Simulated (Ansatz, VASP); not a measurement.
# One calculation of NaSrHfNbO6, two programs

```
CELL_PARAMETERS angstrom
0.00000 4.04704 4.04704
4.04704 0.00000 4.04704
4.04704 4.04704 0.00000
ATOMIC_POSITIONS crystal
Na 0.75000 0.75000 0.75000
Sr 0.25000 0.25000 0.25000
Hf 0.00000 0.00000 0.00000
Nb 0.50000 0.50000 0.50000
O 0.74486 0.25514 0.25514
O 0.25514 0.74486 0.74486
O 0.74486 0.74486 0.25514
O 0.25514 0.25514 0.74486
O 0.25514 0.74486 0.25514
O 0.74486 0.25514 0.74486
```

Alike in both runs: functional PBE; dispersion D3(BJ); k mesh 6 × 6 × 6; occupations gaussian, width 0.02 eV; no spin polarisation.

Ansatz relaxed the structure, and its values are those at the end. VASP's run is a single point on that final structure, the one shown.

|  | VASP | Ansatz |
| --- | --- | --- |
| version | VASP 6.6.1 | Ansatz 0.2.0 |
| potentials or method | VASP PAW PBE potentials, release 64 (Na_pv, Sr_sv, Hf_pv, Nb_sv, O), cutoff 520 eV | scalar-relativistic, plane waves, PAW |
| valence electrons in the cell | 76 | 94 |

Ansatz gave:

| Property | Result |
| --- | --- |
| gap on the k mesh at the Fermi level (eV) | 2.57 |
| least direct gap on the mesh (eV) | 2.57 |
| pressure (GPa) | 0.0 |
| rms of the force components (eV/Å) | 0.000 |

Problem. What did VASP give for the same quantities?

Solution. gap on the k mesh at the Fermi level (eV): 2.54; least direct gap on the mesh (eV): 2.54; pressure (GPa): -0.9; rms of the force components (eV/Å): 0.057.

VASP's potentials hold 76 valence electrons a cell and Ansatz's 94, so a difference there can come from the potentials and not from the codes.

Spin-orbit coupling is off throughout.
